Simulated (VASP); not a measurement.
CaO: single point with BLYP

The system is CaO.

```
Ca O
1.0
     0.00000    2.45070    2.45070
     2.45070    0.00000    2.45070
     2.45070    2.45070    0.00000
Ca O
1 1
Cartesian
  0.0000 0.0000 0.0000
  2.4507 2.4507 2.4507
```

```
Program             : VASP 6.6.1
Task                : single point
Functional          : BLYP
Potentials or basis : VASP PAW PBE potentials, release 64 (Ca_sv, O)
Cutoff              : 520 eV
k mesh              : 10 × 10 × 10
Occupations         : fermi-dirac, width 0.05 eV
Spin                : no spin polarisation
```

```yaml
Pressure: -1.4 GPa
Band_gap_on_the_k_mesh: 3.73 eV (least direct gap 4.11 eV)
```

Levels at points of the mesh, in eV from the valence-band top:
```
           k point  band 6  band 7  band 8  band 9  band 10  band 11
(0.00, 0.00, 0.00)    0.00    0.00    0.00    4.52     6.02     6.02
(0.50, 0.00, 0.00)   -2.44   -1.09   -1.09    6.78     7.92     7.92
(0.50, 0.50, 0.00)   -1.27   -0.37   -0.37    3.73     7.56     8.43
```

Run time: 64 s on 1 thread of Intel Xeon 8259CL, on a shared host, peak memory 0.17 GiB.

Caveat: the PAW data sets were made with another functional, which shifts forces and pressure a little. A k mesh can miss the band edges.
